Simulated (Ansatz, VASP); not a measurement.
**One calculation of I, two programs**

```
CELL_PARAMETERS angstrom
0.00000 2.36560 3.90984
2.19225 0.00000 3.90984
2.19225 2.36560 0.00000
ATOMIC_POSITIONS crystal
I 0.00000 0.00000 0.00000
```

Alike in both runs: task single point; functional LDA; k mesh 14 × 14 × 14; occupations fermi-dirac, width 0.03 eV; no spin polarisation.

|  | VASP | Ansatz |
| --- | --- | --- |
| version | VASP 6.6.1 | Ansatz 0.2.0 |
| potentials or method | VASP PAW LDA potentials, release 64 (I), cutoff 520 eV | all-electron LAPW, scalar-relativistic |

```csv
,VASP,Ansatz,Ansatz less VASP
pressure (GPa),-2.3,-2.3,0.00
"traceless stress, the component that is largest in VASP (GPa)",1.29,1.29,0.000
```

LDA's correlation is that of Perdew and Zunger in VASP and of Perdew and Wang (1992) in Ansatz. Ansatz ran all-electron here, and VASP with PAW potentials.

Neither program's run includes spin-orbit coupling.
